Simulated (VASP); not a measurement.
Here is a VASP 6.6.1 calculation.

Contents of POSCAR:

```
GaN
1.0
    0.0000000000      2.3389106427      2.1467438436
    2.3389106427      0.0000000000      2.1467438436
    2.3389106427      2.3389106427      0.0000000000
Ga N
1 1
Direct
    0.0000000000      0.0000000000      0.0000000000
    0.2500000000      0.2500000000      0.2500000000
```

Contents of INCAR.step1:

```
SYSTEM = GaN
PREC = Accurate
ENCUT = 520
ISMEAR = 0
SIGMA = 0.01
LREAL = .False.
LASPH = .True.
NELM = 150
MAGMOM = 0 0 0 0 0 0
LSORBIT = .True.
GGA_COMPAT = .False.
NBANDS = 30
GGA = PE
ALGO = Normal
EDIFF = 1E-4
LWAVE = .True.
LCHARG = .False.
```

File INCAR.step2:

```
SYSTEM = GaN
PREC = Accurate
ENCUT = 520
EDIFF = 1E-7
ISMEAR = 0
SIGMA = 0.01
LREAL = .False.
LASPH = .True.
NELM = 150
ALGO = Normal
ISIF = 2
LWAVE = .False.
LCHARG = .True.
MAGMOM = 0 0 0 0 0 0
LORBIT = 11
LSORBIT = .True.
GGA_COMPAT = .False.
LORBMOM = .True.
METAGGA = R2SCAN
LMIXTAU = .True.
LVHAR = .True.
NBANDS = 30
ISTART = 1
```

KPOINTS

```
Automatic mesh
0
Gamma
  10 10 10
  0 0 0
```

Potentials or basis: VASP PAW PBE potentials, release 64 (Ga_d, N).

Command:

```bash
$ cat potpaw_PBE.64/Ga_d/POTCAR potpaw_PBE.64/N/POTCAR > POTCAR
$ cp INCAR.step1 INCAR
$ mpirun -np 1 vasp_ncl > vasp.out
$ cp INCAR.step2 INCAR
$ mpirun -np 1 vasp_ncl > vasp.out
```

(1) Estimate the net moment.

(2) Estimate the pressure.

Answers

(1) 0.00 μB per cell.

(2) -5.4 GPa.

Caveat: the cell differs from its parent crystal (epitaxial xy strain +4.0%); the cell stands under tension; the PAW data sets were made with another functional, which shifts forces and pressure a little.
